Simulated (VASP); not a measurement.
# CrO2 (Pnnm) in VASP: further runs

The runs below take CrO2 through single point, with PBEsol+U.

Everything below comes from runs of VASP 6.6.1. Logs are shortened: lines on timing, memory, paths and dates and some standing lists are left out, and cuts for length are marked.

## Step 1: The cell of the first run

The structure is orthorhombic, space group Pnnm (No. 58). Conventional cell: a = 4.448 Å, b = 4.529 Å, c = 2.986 Å, α = 90.00°, β = 90.00°, γ = 90.00°. Within 2.5 Å of Cr (site symmetry 2/m) lie 6 O at 1.92 to 1.95 Å. Within 2.6 Å of O (site symmetry m) lie 3 Cr at 1.92 to 1.95 Å and 1 O at 2.52 Å.

## Step 2: Single point, PBEsol+U, collinear spin, ferromagnetic start

INCAR reads:

```
  PREC = Accurate
  ENCUT = 600
  EDIFF = 1E-6
  ISMEAR = -1
  SIGMA = 0.15
  LREAL = False
  LASPH = True
  NELM = 200
  ALGO = Normal
  ISIF = 2
  LWAVE = False
  LCHARG = False
  ISPIN = 2
  MAGMOM = 2.1 2.1 0 0 0 0
  LORBIT = 11
  LMAXMIX = 4
  LDAU = True
  LDAUTYPE = 1
  LDAUL = 2 -1
  LDAUU = 4.9 0
  LDAUJ = 0.9 0
  LDAUPRINT = 1
  GGA = PS
  NBANDS = 37
  GGA_COMPAT = False
```

KPOINTS reads:

```
Automatic mesh
0
Gamma
  2 2 3
```

POSCAR reads:

```
CrO2
1.0
    4.4480510100      0.0000000000      0.0000000000
    0.0000000000      4.5292350100      0.0000000000
    0.0000000000      0.0000000000      2.9859640000
Cr O
2 4
Direct
    0.5000000000      0.5000000000      0.5000000000
    0.0000000000      0.0000000000      0.0000000000
    0.7929690000      0.1898170000      0.5000000000
    0.2070310000      0.8101830000      0.5000000000
    0.2929690000      0.3101830000      0.0000000000
    0.7070310000      0.6898170000      0.0000000000
```

Potentials or basis: VASP PAW PBE potentials, release 64 (Cr_pv, O).

Started as:

```bash
cat potpaw_PBE.64/Cr_pv/POTCAR potpaw_PBE.64/O/POTCAR > POTCAR
mpirun -np 1 vasp_std > vasp.out
```

OUTCAR:

```text
PREC = Accurate
   ENCUT = 600
   EDIFF = 1E-6
   ISMEAR = -1
   LREAL = False
   LASPH = True
   NELM = 200
   ISIF = 2
   ISPIN = 2
   LORBIT = 11
   GGA = PS

 ion  position               nearest neighbor table
   1  0.500  0.500  0.500-   3 1.92   4 1.92   5 1.95   6 1.95   5 1.95   6 1.95
   2  0.000  0.000  0.000-   5 1.92   6 1.92   3 1.95   4 1.95   3 1.95   4 1.95
   3  0.793  0.190  0.500-   1 1.92   2 1.95   2 1.95
   4  0.207  0.810  0.500-   1 1.92   2 1.95   2 1.95
   5  0.293  0.310  0.000-   2 1.92   1 1.95   1 1.95
   6  0.707  0.690  0.000-   2 1.92   1 1.95   1 1.95

  LATTYP: Found a simple orthorhombic cell.
 ALAT       =     2.9859640000
 B/A-ratio  =     1.4896532611
 C/A-ratio  =     1.5168418005

  Lattice vectors:

 A1 = (   0.0000000000,   0.0000000000,   2.9859640000)
 A2 = (   4.4480510100,   0.0000000000,   0.0000000000)
 A3 = (   0.0000000000,   4.5292350100,   0.0000000000)

Analysis of symmetry for initial positions (statically):
=====================================================================
 Subroutine PRICEL returns:
 Original cell was already a primitive cell.

 Routine SETGRP: Setting up the symmetry group for a
 simple orthorhombic supercell.

 Subroutine GETGRP returns: Found  8 space group operations
 (whereof  4 operations were pure point group operations)
 out of a pool of  8 trial point group operations.

The static configuration has the point symmetry C_2h.
 The point group associated with its full space group is D_2h.

Analysis of symmetry for dynamics (positions and initial velocities):
=====================================================================
 Subroutine PRICEL returns:
 Original cell was already a primitive cell.

 Routine SETGRP: Setting up the symmetry group for a
 simple orthorhombic supercell.

 Subroutine GETGRP returns: Found  8 space group operations
 (whereof  4 operations were pure point group operations)
 out of a pool of  8 trial point group operations.

The dynamic configuration has the point symmetry C_2h.
 The point group associated with its full space group is D_2h.

Analysis of structural, dynamic, and magnetic symmetry:
=====================================================================
 Subroutine PRICEL returns:
 Original cell was already a primitive cell.

 Routine SETGRP: Setting up the symmetry group for a
 simple orthorhombic supercell.

 Subroutine GETGRP returns: Found  8 space group operations
 (whereof  4 operations were pure point group operations)
 out of a pool of  8 trial point group operations.

The overall configuration has the point symmetry C_2h.
 The point group associated with its full space group is D_2h.

 Subroutine INISYM returns: Found  8 space group operations
 (whereof  4 operations are pure point group operations),
 and found     1 'primitive' translations

----------------------------------------------------------------------------------------

                                     Primitive cell

  volume of cell :      60.1560

  direct lattice vectors                    reciprocal lattice vectors
     4.448051010  0.000000000  0.000000000     0.224817566  0.000000000  0.000000000
     0.000000000  4.529235010  0.000000000     0.000000000  0.220787837  0.000000000
     0.000000000  0.000000000  2.985964000     0.000000000  0.000000000  0.334900220

  length of vectors
     4.448051010  4.529235010  2.985964000     0.224817566  0.220787837  0.334900220

[... 140 lines left out ...]
  o =  0.3512  v = -0.0000  0.6798 -0.0000  0.7334  0.0000  0.0000  0.0000  0.0000  0.0000  0.0000      0.0000  0.0000  0.0000  0.0000  0.0000  0.0000  0.0000  0.0000  0.0000  0.0000
  o =  0.3944  v = -0.8119 -0.0000 -0.5765 -0.0000 -0.0920  0.0000  0.0000  0.0000  0.0000  0.0000      0.0000  0.0000  0.0000  0.0000  0.0000  0.0000  0.0000  0.0000  0.0000  0.0000
  o =  0.6107  v = -0.0847 -0.0000 -0.0396 -0.0000  0.9956  0.0000  0.0000  0.0000  0.0000  0.0000      0.0000  0.0000  0.0000  0.0000  0.0000  0.0000  0.0000  0.0000  0.0000  0.0000
  o =  0.8663  v =  0.0000  0.7334 -0.0000 -0.6798  0.0000  0.0000  0.0000  0.0000  0.0000  0.0000      0.0000  0.0000  0.0000  0.0000  0.0000  0.0000  0.0000  0.0000  0.0000  0.0000
  o =  0.9536  v = -0.5776  0.0000  0.8162 -0.0000 -0.0167  0.0000  0.0000  0.0000  0.0000  0.0000      0.0000  0.0000  0.0000  0.0000  0.0000  0.0000  0.0000  0.0000  0.0000  0.0000

atom =   2  type =  1  l = 2

 onsite density matrix

spin component  1

  0.5825  0.0000  0.2629  0.0000  0.0128
  0.0000  0.6283  0.0000  0.2568  0.0000
  0.2629  0.0000  0.7673  0.0000 -0.0162
  0.0000  0.2568  0.0000  0.5892  0.0000
  0.0128  0.0000 -0.0162  0.0000  0.6089

spin component  2

  0.2193  0.0000 -0.1135  0.0000 -0.0095
  0.0000  0.1701  0.0000 -0.1080  0.0000
 -0.1135  0.0000  0.1224  0.0000  0.0068
  0.0000 -0.1080  0.0000  0.1837  0.0000
 -0.0095  0.0000  0.0068  0.0000  0.0842

 occupancies and eigenvectors

  o =  0.0474  v =  0.0000  0.0000  0.0000  0.0000  0.0000 -0.5504  0.0000 -0.8348  0.0000  0.0137      0.0000  0.0000  0.0000  0.0000  0.0000  0.0000  0.0000  0.0000  0.0000  0.0000
  o =  0.0687  v =  0.0000  0.0000  0.0000  0.0000  0.0000  0.0000  0.7290  0.0000  0.6845  0.0000      0.0000  0.0000  0.0000  0.0000  0.0000  0.0000  0.0000  0.0000  0.0000  0.0000
  o =  0.0836  v =  0.0000  0.0000  0.0000  0.0000  0.0000  0.0537 -0.0000 -0.0190 -0.0000  0.9984      0.0000  0.0000  0.0000  0.0000  0.0000  0.0000  0.0000  0.0000  0.0000  0.0000
  o =  0.2852  v =  0.0000  0.0000  0.0000  0.0000  0.0000  0.0000  0.6845 -0.0000 -0.7290  0.0000      0.0000  0.0000  0.0000  0.0000  0.0000  0.0000  0.0000  0.0000  0.0000  0.0000
  o =  0.2950  v =  0.0000  0.0000  0.0000  0.0000  0.0000 -0.8331  0.0000  0.5503 -0.0000  0.0553      0.0000  0.0000  0.0000  0.0000  0.0000  0.0000  0.0000  0.0000  0.0000  0.0000
  o =  0.3512  v =  0.0000 -0.6798 -0.0000  0.7334  0.0000  0.0000  0.0000  0.0000  0.0000  0.0000      0.0000  0.0000  0.0000  0.0000  0.0000  0.0000  0.0000  0.0000  0.0000  0.0000
  o =  0.3944  v = -0.8119 -0.0000  0.5765  0.0000  0.0920  0.0000  0.0000  0.0000  0.0000  0.0000      0.0000  0.0000  0.0000  0.0000  0.0000  0.0000  0.0000  0.0000  0.0000  0.0000
  o =  0.6107  v =  0.0847  0.0000 -0.0396 -0.0000  0.9956  0.0000  0.0000  0.0000  0.0000  0.0000      0.0000  0.0000  0.0000  0.0000  0.0000  0.0000  0.0000  0.0000  0.0000  0.0000
  o =  0.8663  v = -0.0000 -0.7334 -0.0000 -0.6798 -0.0000  0.0000  0.0000  0.0000  0.0000  0.0000      0.0000  0.0000  0.0000  0.0000  0.0000  0.0000  0.0000  0.0000  0.0000  0.0000
  o =  0.9536  v = -0.5776  0.0000 -0.8162  0.0000  0.0167  0.0000  0.0000  0.0000  0.0000  0.0000      0.0000  0.0000  0.0000  0.0000  0.0000  0.0000  0.0000  0.0000  0.0000  0.0000

 number of electron      47.9999988 magnetization       4.0038513

 Free energy of the ion-electron system (eV)
  ---------------------------------------------------
  ext. energy  EPLUGINS =         0.00000000
  ---------------------------------------------------
  free energy    TOTEN  =       -46.72977702 eV

  energy without entropy =      -46.60933602  energy(sigma->0) =      -46.66955652

 E-fermi :   4.4977     XC(G=0): -11.8840

 val. band max:        4.1839287735   @ k =   0.0000   0.0000   0.3333
 cond. band min:       4.6366134403   @ k =   0.0000   0.0000   0.0000
 fundamental gap:      0.4526846668
 Fermi energy:         4.4977200971

 spin component 1

 k-point     1 :       0.0000    0.0000    0.0000
  band No.  band energies     occupation
      1     -40.0374      1.00000
      2     -40.0370      1.00000
      3     -39.9593      1.00000
      4     -39.9575      1.00000
      5     -39.8288      1.00000
      6     -39.8174      1.00000
[... 301 lines left out ...]
     35      16.1225      0.00000
     36      16.1225      0.00000
 Fermi energy:         4.4977200971

 spin component 2

 k-point     1 :       0.0000    0.0000    0.0000
  band No.  band energies     occupation
      1     -37.6455      1.00000
      2     -37.6453      1.00000
      3     -37.4355      1.00000
      4     -37.4336      1.00000
      5     -37.1882      1.00000
      6     -37.1742      1.00000
[... 301 lines left out ...]
     35      16.1292      0.00000
     36      16.1292      0.00000
 [bands above 36 left out]

------------------------ aborting loop because EDIFF is reached ----------------------------------------

  FORCE on cell =-STRESS in cart. coord.  units (eV):
  Direction    XX          YY          ZZ          XY          YZ          ZX
  --------------------------------------------------------------------------------------
  -------------------------------------------------------------------------------------
  Total       -2.6363441     -2.8025340     -2.9303095      0.0000000      0.0000000      0.0000000
  in kB      -70.2155808    -74.6418312    -78.0449652      0.0000000      0.0000000      0.0000000
  external PRESSURE =     -74.3007924 kB  Pullay stress =       0.0000000 kB

 VOLUME and BASIS-vectors are now :
 -----------------------------------------------------------------------------
  energy-cutoff  :      600.00
  volume of cell :       60.16
      direct lattice vectors                 reciprocal lattice vectors
     4.448051010  0.000000000  0.000000000     0.224817566  0.000000000  0.000000000
     0.000000000  4.529235010  0.000000000     0.000000000  0.220787837  0.000000000
     0.000000000  0.000000000  2.985964000     0.000000000  0.000000000  0.334900220

 POSITION                                       TOTAL-FORCE (eV/Angst)
 -----------------------------------------------------------------------------------
      2.22403      2.26462      1.49298         0.000000      0.000000      0.000000
      0.00000      0.00000      0.00000         0.000000      0.000000      0.000000
      3.52717      0.85973      1.49298         0.130020     -0.049522      0.000000
      0.92088      3.66951      1.49298        -0.130020      0.049522     -0.000000
      1.30314      1.40489      0.00000         0.130020      0.049522      0.000000
      3.14491      3.12434      0.00000        -0.130020     -0.049522     -0.000000
 -----------------------------------------------------------------------------------
    total drift:                                0.000000      0.000000     -0.000000

  FREE ENERGIE OF THE ION-ELECTRON SYSTEM (eV)
  ---------------------------------------------------
  free  energy   TOTEN  =       -46.7297770152 eV

  energy  without entropy=      -46.6093360172  energy(sigma->0) =      -46.66955652

 total charge

# of ion       s       p       d       tot
------------------------------------------
    1        0.345   6.433   3.922  10.700
    2        0.345   6.433   3.922  10.700
    3        1.560   3.432   0.000   4.992
    4        1.560   3.432   0.000   4.992
    5        1.560   3.432   0.000   4.992
    6        1.560   3.432   0.000   4.992
--------------------------------------------------
tot          6.929  26.594   7.844  41.367

 magnetization (x)

# of ion       s       p       d       tot
------------------------------------------
    1        0.024   0.035   2.392   2.451
    2        0.024   0.035   2.392   2.451
    3       -0.006  -0.216   0.000  -0.222
    4       -0.006  -0.216   0.000  -0.222
    5       -0.006  -0.216   0.000  -0.222
    6       -0.006  -0.216   0.000  -0.222
--------------------------------------------------
tot          0.024  -0.794   4.785   4.014
```

Wall time 42 s (1 thread of Intel Xeon Platinum 8488C (Sapphire Rapids), shared host); peak memory 0.21 GiB.

Results:

```yaml
Free_energy: -46.7298 eV
Pressure: -7.4 GPa
Largest_force: 0.139 eV/Å
Band_gap_on_the_k_mesh: zero (filled and empty bands overlap)
Net_moment: 4.00 μB per cell
Site_moments: Cr +2.45; O -0.22 μB
Valence_electrons_inside_the_program's_atomic_spheres: Cr 10.70; O 4.99
```

Forces in eV/Å, atoms in the order of the input:
```
Cr   0.000  0.000  0.000
Cr   0.000  0.000  0.000
O    0.130 -0.050  0.000
O   -0.130  0.050  0.000
O    0.130  0.050  0.000
O   -0.130 -0.050  0.000
```

Stress tensor (GPa, compression positive):
```
-7.02  0.00  0.00
 0.00 -7.46  0.00
 0.00  0.00 -7.80
```

Eigenvalues of the final occupation matrices:
| site | spin | trace | eigenvalues |
| --- | --- | --- | --- |
| site 1 d | 1 | 3.18 | 0.35 0.39 0.61 0.87 0.95 |
| site 1 d | 2 | 0.78 | 0.05 0.07 0.08 0.29 0.29 |
| site 2 d | 1 | 3.18 | 0.35 0.39 0.61 0.87 0.95 |
| site 2 d | 2 | 0.78 | 0.05 0.07 0.08 0.29 0.29 |

Caveat: the k points lie up to 0.71 Å⁻¹ apart; the PAW data sets were made with another functional, which shifts forces and pressure a little; the run started ferromagnetic, and an antiferromagnetic order may lie lower in energy.

## Step 3: Single point, PBEsol+U, collinear spin, ferromagnetic start

INCAR reads:

```
SYSTEM = CrO2
ALGO = Normal
EDIFF = 1E-6
ENCUT = 600
GGA = PS
GGA_COMPAT = .FALSE.
ISIF = 2
ISMEAR = -1
ISPIN = 2
LASPH = .TRUE.
LCHARG = .FALSE.
LDAU = .TRUE.
LDAUJ = 0.9 0
LDAUL = 2 -1
LDAUPRINT = 1
LDAUTYPE = 1
LDAUU = 4.9 0
LMAXMIX = 4
LORBIT = 11
LREAL = .FALSE.
LWAVE = .FALSE.
MAGMOM = 2.1 2.1 0 0 0 0
NBANDS = 37
NELM = 200
PREC = Accurate
SIGMA = 0.15
```

KPOINTS reads:

```
k-points
0
G
  3 2 4
  0 0 0
```

POSCAR is that of step 2.

Potentials or basis: VASP PAW PBE potentials, release 64 (Cr_pv, O).

Started as:

```bash
cat potpaw_PBE.64/Cr_pv/POTCAR potpaw_PBE.64/O/POTCAR > POTCAR
mpirun -np 1 vasp_std > vasp.out
```

OUTCAR:

```text
SYSTEM = CrO2
   EDIFF = 1E-6
   ENCUT = 600
   GGA = PS
   ISIF = 2
   ISMEAR = -1
   ISPIN = 2
   LASPH = .TRUE.
   LORBIT = 11
   LREAL = .FALSE.
   NELM = 200
   PREC = Accurate

 ion  position               nearest neighbor table
   1  0.500  0.500  0.500-   3 1.92   4 1.92   5 1.95   6 1.95   5 1.95   6 1.95
   2  0.000  0.000  0.000-   5 1.92   6 1.92   3 1.95   4 1.95   3 1.95   4 1.95
   3  0.793  0.190  0.500-   1 1.92   2 1.95   2 1.95
   4  0.207  0.810  0.500-   1 1.92   2 1.95   2 1.95
   5  0.293  0.310  0.000-   2 1.92   1 1.95   1 1.95
   6  0.707  0.690  0.000-   2 1.92   1 1.95   1 1.95

  LATTYP: Found a simple orthorhombic cell.
 ALAT       =     2.9859640000
 B/A-ratio  =     1.4896532611
 C/A-ratio  =     1.5168418005

[... 1232 lines left out ...]
      2.22403      2.26462      1.49298         0.000000      0.000000      0.000000
      0.00000      0.00000      0.00000         0.000000      0.000000      0.000000
      3.52717      0.85973      1.49298         0.118668     -0.036153     -0.000000
      0.92088      3.66951      1.49298        -0.118668      0.036153     -0.000000
      1.30314      1.40489      0.00000         0.118668      0.036153      0.000000
      3.14491      3.12434      0.00000        -0.118668     -0.036153     -0.000000
 -----------------------------------------------------------------------------------
    total drift:                                0.000000      0.000000     -0.000000

  FREE ENERGIE OF THE ION-ELECTRON SYSTEM (eV)
  ---------------------------------------------------
  free  energy   TOTEN  =       -46.7786510254 eV

  energy  without entropy=      -46.6572900178  energy(sigma->0) =      -46.71797052

 total charge

# of ion       s       p       d       tot
------------------------------------------
    1        0.346   6.432   3.924  10.702
    2        0.346   6.432   3.924  10.702
    3        1.560   3.430   0.000   4.991
    4        1.560   3.430   0.000   4.991
    5        1.560   3.430   0.000   4.991
    6        1.560   3.430   0.000   4.991
--------------------------------------------------
tot          6.934  26.585   7.848  41.366

 magnetization (x)

# of ion       s       p       d       tot
------------------------------------------
    1        0.024   0.034   2.386   2.444
    2        0.024   0.034   2.386   2.444
    3       -0.006  -0.213   0.000  -0.219
    4       -0.006  -0.213   0.000  -0.219
    5       -0.006  -0.213   0.000  -0.219
    6       -0.006  -0.213   0.000  -0.219
--------------------------------------------------
tot          0.024  -0.785   4.772   4.011
```

OSZICAR:

```text
N       E                     dE             d eps       ncg     rms          rms(c)
DAV:   1     0.615815029626E+03    0.61582E+03   -0.27839E+04  1776   0.158E+03
DAV:   2    -0.558277217122E+01   -0.62140E+03   -0.57288E+03  1845   0.465E+02
DAV:   3    -0.596067882056E+02   -0.54024E+02   -0.52951E+02  1956   0.147E+02
DAV:   4    -0.606148896120E+02   -0.10081E+01   -0.10036E+01  2025   0.207E+01
DAV:   5    -0.606362504553E+02   -0.21361E-01   -0.21275E-01  2431   0.277E+00    0.381E+01
DAV:   6    -0.531307404698E+02    0.75055E+01   -0.75997E+01  2141   0.821E+01    0.351E+01
DAV:   7    -0.475579526744E+02    0.55728E+01   -0.41488E+01  2069   0.674E+01    0.166E+01
DAV:   8    -0.469096733356E+02    0.64828E+00   -0.33739E+00  1979   0.139E+01    0.655E+00
DAV:   9    -0.467544190265E+02    0.15525E+00   -0.93440E-01  2145   0.111E+01    0.353E+00
DAV:  10    -0.467795418370E+02   -0.25123E-01   -0.41030E-01  1985   0.492E+00    0.178E+00
DAV:  11    -0.467837950479E+02   -0.42532E-02   -0.33557E-02  1971   0.111E+00    0.100E+00
DAV:  12    -0.467798979627E+02    0.38971E-02   -0.49329E-03  2005   0.696E-01    0.460E-01
DAV:  13    -0.467785307165E+02    0.13672E-02   -0.27657E-03  2012   0.573E-01    0.147E-01
DAV:  14    -0.467786107618E+02   -0.80045E-04   -0.38314E-04  1871   0.139E-01    0.974E-02
DAV:  15    -0.467786494943E+02   -0.38732E-04   -0.25008E-04  2003   0.106E-01    0.408E-02
DAV:  16    -0.467786533404E+02   -0.38461E-05   -0.12247E-05  1861   0.302E-02    0.258E-02
DAV:  17    -0.467786508928E+02    0.24476E-05   -0.55997E-06  1894   0.269E-02    0.109E-02
DAV:  18    -0.467786510254E+02   -0.13261E-06   -0.27450E-06  1626   0.177E-02
   1 F= -.46778651E+02 E0= -.46717971E+02  d E =-.121361E+00  mag=     4.0031
```

stdout:

```text
POSCAR found type information on POSCAR CrO
 POSCAR found :  2 types and       6 ions
 scaLAPACK will be used
 -----------------------------------------------------------------------------
|                                                                             |
|                                                                             |
|     You enforced a specific xc type in the INCAR file but a different       |
|     I HOPE YOU KNOW WHAT YOU ARE DOING!                                     |
|                                                                             |
 -----------------------------------------------------------------------------

 LDA part: xc-table for (Slater+PW92), standard interpolation
 POSCAR, INCAR and KPOINTS ok, starting setup
 FFT: planning ... GRIDC
 FFT: planning ... GRID_SOFT
 FFT: planning ... GRID
 WAVECAR not read
 entering main loop
```

It took 55 s on 1 thread of Intel Xeon Platinum 8488C (Sapphire Rapids), shared host; peak memory 0.22 GiB.

Results:

```yaml
Free_energy: -46.7787 eV
Pressure: -7.6 GPa
Largest_force: 0.124 eV/Å
Band_gap_on_the_k_mesh: zero (filled and empty bands overlap)
Net_moment: 4.00 μB per cell
Site_moments: Cr +2.44; O -0.22 μB
Valence_electrons_inside_the_program's_atomic_spheres: Cr 10.70; O 4.99
```

Forces in eV/Å, atoms in the order of the input:
```
Cr   0.000  0.000  0.000
Cr   0.000  0.000  0.000
O    0.119 -0.036  0.000
O   -0.119  0.036  0.000
O    0.119  0.036  0.000
O   -0.119 -0.036  0.000
```

Eigenvalues of the final occupation matrices:
```csv
site,spin,trace,eigenvalues
site 1 d,1,3.17,0.35 0.40 0.60 0.88 0.95
site 1 d,2,0.78,0.05 0.07 0.08 0.28 0.30
site 2 d,1,3.17,0.35 0.40 0.60 0.88 0.95
site 2 d,2,0.78,0.05 0.07 0.08 0.28 0.30
```

Caveat: the k points lie up to 0.69 Å⁻¹ apart; the PAW data sets were made with another functional, which shifts forces and pressure a little; the run started ferromagnetic, and an antiferromagnetic order may lie lower in energy. The state reached can hang on the start; a lower one may exist.

The gap in the log of VASP goes by the Fermi energy; the results here count the filled bands.